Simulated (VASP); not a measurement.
# Ta (P-1) in VASP: single point with PBEsol

Aim: the single point of Ta with PBEsol.

All numbers are computed with VASP 6.6.1; they aren't measurements. Logs are shortened: lines on timing, memory, paths and dates and some standing lists are left out, and cuts for length are marked.

## 1. The cell of the first run

The typed cell holds 2 atoms: a = 2.901 Å, b = 2.882 Å, c = 5.167 Å, α = 89.68°, β = 89.14°, γ = 119.35°.

## 2. Single point, PBEsol

INCAR

```
ALGO = Normal ; EDIFF = 1E-6
ENCUT = 520 ; GGA = PS
ISIF = 2 ; ISMEAR = 1
LASPH = T ; LCHARG = F
LREAL = F ; LWAVE = F
NBANDS = 18 ; NELM = 80
PREC = Accurate ; SIGMA = 0.1
```

KPOINTS

```
k-points
0
Gamma
  14 14 7
```

POSCAR

```
Ta
1.0
    2.9003720000      0.0217527900      0.0217527900
   -1.4313475300      2.5009196050      0.0079620750
    0.0387470550      0.0387470550      5.1662740000
Ta
2
Direct
    0.6666666667      0.3333333333      0.7500000000
    0.3333333333      0.6666666667      0.2500000000
```

Potentials or basis: VASP PAW PBE potentials, release 64 (Ta_pv).

Launch:

```console
$ cat potpaw_PBE.64/Ta_pv/POTCAR > POTCAR
$ mpirun -np 1 vasp_std > vasp.out
```

OUTCAR:

```text
EDIFF = 1E-6
   ENCUT = 520
   GGA = PS
   ISIF = 2
   ISMEAR = 1
   LASPH = T
   LREAL = F
   NELM = 80
   PREC = Accurate

 ion  position               nearest neighbor table
   1  0.667  0.333  0.750-   2 3.06   2 3.06   2 3.06   2 3.08   2 3.10   2 3.11
   2  0.333  0.667  0.250-   1 3.06   1 3.06   1 3.06   1 3.08   1 3.10   1 3.11

  LATTYP: Found a triclinic cell.
 ALAT       =     2.9193821057
 B/A-ratio  =     0.9870462647
 C/A-ratio  =     1.7697459283
 COS(alpha) =     0.0055466267
 COS(beta)  =     0.0204321443
 COS(gamma) =     0.5000425504

  Lattice vectors:

 A1 = (   1.4690244700,   2.5226723950,   0.0297148650)
 A2 = (  -1.4313475300,   2.5009196050,   0.0079620750)
 A3 = (   0.0387470550,   0.0387470550,   5.1662740000)

Analysis of symmetry for initial positions (statically):
=====================================================================
 Subroutine PRICEL returns:
 Original cell was already a primitive cell.

 Routine SETGRP: Setting up the symmetry group for a
 triclinic supercell.

 Subroutine GETGRP returns: Found  2 space group operations
 (whereof  2 operations were pure point group operations)
 out of a pool of  2 trial point group operations.

The static configuration has the point symmetry S_2 .

Analysis of symmetry for dynamics (positions and initial velocities):
=====================================================================
 Subroutine PRICEL returns:
 Original cell was already a primitive cell.

 Routine SETGRP: Setting up the symmetry group for a
 triclinic supercell.

 Subroutine GETGRP returns: Found  2 space group operations
 (whereof  2 operations were pure point group operations)
 out of a pool of  2 trial point group operations.

The dynamic configuration has the point symmetry S_2 .

 Subroutine INISYM returns: Found  2 space group operations
 (whereof  2 operations are pure point group operations),
 and found     1 'primitive' translations

----------------------------------------------------------------------------------------

                                     Primitive cell

  volume of cell :      37.6307

  direct lattice vectors                    reciprocal lattice vectors
     2.900372000  0.021752790  0.021752790     0.343339855  0.196516070 -0.004048919
    -1.431347530  2.500919605  0.007962075    -0.002964015  0.398165964 -0.002964015
     0.038747055  0.038747055  5.166274000    -0.001441077 -0.001441077  0.193584714

  length of vectors
     2.900535141  2.881565203  5.166564595     0.395622567  0.398188028  0.193595441

  position of ions in fractional coordinates (direct lattice)
     0.666666667  0.333333333  0.750000000
     0.333333333  0.666666667  0.250000000

  ion indices of the primitive-cell ions
   primitive index   ion index
                 1           1
                 2           2

----------------------------------------------------------------------------------------

 KPOINTS: k-points

Automatic generation of k-mesh.
 Grid dimensions read from file:
 generate k-points for:   14   14    7

 Generating k-lattice:

  Cartesian coordinates                     Fractional coordinates (reciprocal lattice)
     0.024524275  0.014036862 -0.000289209     0.071428571  0.000000000  0.000000000
    -0.000211715  0.028440426 -0.000211715    -0.000000000  0.071428571  0.000000000
    -0.000205868 -0.000205868  0.027654959     0.000000000  0.000000000  0.142857143

  Length of vectors
     0.028258755  0.028442002  0.027656492

  Shift w.r.t. Gamma in fractional coordinates (k-lattice)
     0.000000000  0.000000000  0.000000000

 Subroutine IBZKPT returns following result:
 ===========================================

 Found    688 irreducible k-points:

 Following reciprocal coordinates:
            Coordinates               Weight
  0.000000  0.000000  0.000000      1.000000
  0.071429  0.000000 -0.000000      2.000000
  0.142857  0.000000 -0.000000      2.000000
  0.214286 -0.000000  0.000000      2.000000
  0.285714  0.000000  0.000000      2.000000
  0.357143 -0.000000  0.000000      2.000000
[... 16 lines left out ...]
  0.000000  0.142857  0.000000      2.000000
  0.071429  0.142857 -0.000000      2.000000
 [... further k-points ...]
   k-points           NKPTS =    688   k-points in BZ     NKDIM =    688   number of bands    NBANDS=     18
   number of dos      NEDOS =    301   number of ions     NIONS =      2
   total plane-waves  NPLWV =  23040
   dimension x,y,z NGX =    24 NGY =   24 NGZ =   40
   dimension x,y,z NGXF=    48 NGYF=   48 NGZF=   80
   ions per type =               2
   NGX,Y,Z   is equivalent  to a cutoff of  13.76, 13.85, 12.87 a.u.
   NGXF,Y,Z  is equivalent  to a cutoff of  27.51, 27.69, 25.74 a.u.
 SYSTEM =  unknown system
   PREC   = accura    normal or accurate (medium, high low for compatibility)
   ISTART =      0    job   : 0-new  1-cont  2-samecut
   ICHARG =      2    charge: 1-file 2-atom 10-const
   ISPIN  =      1    spin polarized calculation?
   LNONCOLLINEAR =      F non collinear calculations
   LSORBIT =      F    spin-orbit coupling
   LASPH  =      T    aspherical Exc in radial PAW
   ENCUT  =  520.0 eV  38.22 Ry    6.18 a.u.   5.39  5.36  9.61*2*pi/ulx,y,z
   NELM   =     80;   NELMIN=  2; NELMDL= -5     # of ELM steps
   EDIFF  = 0.1E-05   stopping-criterion for ELM
   LREAL  =      F    real-space projection
[... 7 lines left out ...]
   TEBEG  =    0.0;   TEEND  =   0.0 temperature during run
   PSTRESS=    0.0 pullay stress
   NELECT =      22.0000    total number of electrons
   NUPDOWN=      -1.0000    fix difference up-down
   EMIN   =  10.00;   EMAX   =-10.00  energy-range for DOS
   EFERMI =   0.00;   METHOD = LEGACY
   ISMEAR =     1;   SIGMA  =   0.10  broadening in eV -4-tet -1-fermi 0-gaus
   EFERMI_NEDOS =   21; number of points for ismear=-14 and -15
   IALGO  =     38    algorithm
   IMIX   =      4    mixing-type and parameters
     AMIX     =   0.40;   BMIX     =  1.00
     AMIX_MAG =   1.60;   BMIX_MAG =  1.00
  volume/ion in A,a.u.               =      18.82       126.97
  Fermi-wavevector in a.u.,A,eV,Ry     =   1.368889  2.586825 25.495369  1.873857
  Thomas-Fermi vector in A             =   2.494813
   LORBIT       =      0    0 simple, 1 ext, 2 COOP (PROOUT), +10 PAW based schemes
   GGA     = PS    functional components
   LHFCALC =     F    Hartree Fock is set to
   AEXX    =    0.0000 exact exchange contribution
   IVDW    =     0    specifies the selected vdW correction
   LEPSILON=     F    determine dielectric tensor
   LRPA    =     F    only Hartree local field effects (RPA)
 non-spin polarized calculation
 Methfessel and Paxton  Order N= 1 SIGMA  =   0.10
  energy-cutoff  :      520.00
  volume of cell :       37.63
 maximum number of plane-waves:      1037
 NGX is ok and might be reduce to    24
   NGX = 11   NGY = 11   NGZ = 19

 number of electron      22.0000004 magnetization

 Free energy of the ion-electron system (eV)
  ---------------------------------------------------
  ext. energy  EPLUGINS =         0.00000000
  ---------------------------------------------------
  free energy    TOTEN  =       -24.48494455 eV

  energy without entropy =      -24.48537143  energy(sigma->0) =      -24.48508684

 E-fermi :   5.3613     XC(G=0): -12.4945

 val. band max:        5.3598588116   @ k =  -0.2143   0.0714   0.4286
 cond. band min:       5.3624803490   @ k =   0.2143  -0.1429   0.1429
 fundamental gap:      0.0026215374
 Fermi energy:         5.3613446689

 k-point     1 :       0.0000    0.0000    0.0000
  band No.  band energies     occupation
      1     -29.1300      2.00000
      2     -28.3141      2.00000
      3     -28.2118      2.00000
      4     -28.1774      2.00000
      5     -28.1303      2.00000
      6     -28.0953      2.00000
[... 10 lines left out ...]
     17      10.4430      0.00000
     18      10.5531      0.00000

 k-point     2 :       0.0714    0.0000   -0.0000
  band No.  band energies     occupation
      1     -29.1140      2.00000
      2     -28.3162      2.00000
      3     -28.2622      2.00000
      4     -28.1928      2.00000
      5     -28.1814      2.00000
      6     -28.1058      2.00000
[... 10 lines left out ...]
     17      10.6233      0.00000
     18      10.8731      0.00000

 k-point     3 :       0.1429    0.0000   -0.0000
  band No.  band energies     occupation
      1     -29.0681      2.00000
      2     -28.4058      2.00000
      3     -28.3267      2.00000
      4     -28.3225      2.00000
      5     -28.2301      2.00000
      6     -28.1322      2.00000
[... 10 lines left out ...]
     17      10.7797      0.00000
     18      11.7992      0.00000

 k-point     4 :       0.2143   -0.0000    0.0000
  band No.  band energies     occupation
      1     -28.9978      2.00000
      2     -28.6107      2.00000
      3     -28.5286      2.00000
      4     -28.3362      2.00000
      5     -28.2827      2.00000
      6     -28.1706      2.00000
[... 375 lines left out ...]
      4     -28.2201      2.00000
      5     -28.1568      2.00000
      6     -28.1345      2.00000
[... 10 lines left out ...]
     17      10.5333      0.00000
     18      10.9639      0.00000

 k-point    23 :       0.0000    0.1429    0.0000
  band No.  band energies     occupation
      1     -29.0668      2.00000
      2     -28.3949      2.00000
      3     -28.3223      2.00000
      4     -28.3159      2.00000
      5     -28.2483      2.00000
      6     -28.1505      2.00000
[... 10 lines left out ...]
     17      10.7322      0.00000
     18      11.8496      0.00000

 k-point    24 :       0.0714    0.1429   -0.0000
  band No.  band energies     occupation
      1     -29.0241      2.00000
      2     -28.5068      2.00000
      3     -28.4526      2.00000
      4     -28.3307      2.00000
      5     -28.2729      2.00000
      6     -28.1842      2.00000
[... 10 lines left out ...]
     17      10.6996      0.00000
     18      12.6228      0.00000

 [... further k-points ...]

------------------------ aborting loop because EDIFF is reached ----------------------------------------

  FORCE on cell =-STRESS in cart. coord.  units (eV):
  Direction    XX          YY          ZZ          XY          YZ          ZX
  --------------------------------------------------------------------------------------
  -------------------------------------------------------------------------------------
  Total       -1.5587347     -1.5661924     -1.7048853     -0.1161695      0.1992389      0.1967731
  in kB      -66.3651691    -66.6826897    -72.5877211     -4.9460701      8.4828562      8.3778701
  external PRESSURE =     -68.5451933 kB  Pullay stress =       0.0000000 kB

 VOLUME and BASIS-vectors are now :
 -----------------------------------------------------------------------------
  energy-cutoff  :      520.00
  volume of cell :       37.63
      direct lattice vectors                 reciprocal lattice vectors
     2.900372000  0.021752790  0.021752790     0.343339855  0.196516070 -0.004048919
    -1.431347530  2.500919605  0.007962075    -0.002964015  0.398165964 -0.002964015
     0.038747055  0.038747055  5.166274000    -0.001441077 -0.001441077  0.193584714

 POSITION                                       TOTAL-FORCE (eV/Angst)
 -----------------------------------------------------------------------------------
      1.48553      0.87720      3.89186         0.053059      0.001599      0.000926
      0.02225      1.68422      1.30413        -0.053059     -0.001599     -0.000926
 -----------------------------------------------------------------------------------
    total drift:                               -0.000000      0.000000     -0.000000

  FREE ENERGIE OF THE ION-ELECTRON SYSTEM (eV)
  ---------------------------------------------------
  free  energy   TOTEN  =       -24.4849445487 eV

  energy  without entropy=      -24.4853714320  energy(sigma->0) =      -24.48508684
```

Run time: 1.8 min. Hardware: 1 thread of Intel Xeon 6975P-C (Granite Rapids), shared host; peak memory 0.47 GiB.

Results:

```yaml
Free_energy: -24.4849 eV
Pressure: -6.9 GPa
Largest_force: 0.053 eV/Å
Band_gap_on_the_k_mesh: zero (bands 11 and 12 overlap by 1.82 eV)
```

Forces in eV/Å, atoms in the order of the input:
```
Ta   0.053  0.002  0.001
Ta  -0.053 -0.002 -0.001
```

Stress tensor (GPa, compression positive):
```
-6.64 -0.49  0.84
-0.49 -6.67  0.85
 0.84  0.85 -7.26
```

Levels at points of the mesh, in eV from the Fermi level:
```tsv
k point	band 8	band 9	band 10	band 11	band 12	band 13	band 14	band 15
(0.00, 0.00, 0.00)	-4.87	-0.53	-0.06	0.46	0.80	1.03	1.35	2.94
(0.50, 0.00, 0.00)	-3.78	-3.29	-0.48	-0.37	0.47	1.00	5.60	6.40
(0.00, 0.50, 0.00)	-3.79	-3.29	-0.42	-0.35	0.50	0.93	5.53	6.43
(0.50, 0.50, 0.00)	-3.79	-3.28	-0.35	-0.32	0.50	0.88	5.46	6.49
```

Caveat: the cell stands under tension; the PAW data sets were made with another functional, which shifts forces and pressure a little; spin-orbit coupling is left out, which moves the levels of the heavy elements.
